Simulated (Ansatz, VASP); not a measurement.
## One calculation of Eu, two programs

```
Eu
1.0
     0.00000    2.78930    2.78930
     2.78930    0.00000    2.78930
     2.78930    2.78930    0.00000
Eu
1
Direct
  0.00000 0.00000 0.00000
```

Alike in both runs: task single point; functional PBE; k mesh 7 × 7 × 7; occupations fermi-dirac, width 0.05 eV; collinear spin; fixed moment 0 μB.

|  | VASP | Ansatz |
| --- | --- | --- |
| version | VASP 6.6.1 | Ansatz 0.2.0 |
| potentials or method | VASP PAW PBE potentials, release 64 (Eu) | Ansatz PAW |
| plane-wave cutoff (eV) | 520 | 420 |
| valence electrons in the cell | 17 | 17 |

```csv
,VASP,Ansatz,Ansatz less VASP
pressure (GPa),-4.2,-4.0,+0.17
net moment per atom (μB),0.00,0.00,0.000
size of the moment on the site where the two differ most (μB),0.09,0.00,-0.089
```

Site moments also hang on the region over which each program counts them. The functional is the same, so the differences come from potentials, cutoffs and numerics.

Neither program's run includes spin-orbit coupling.
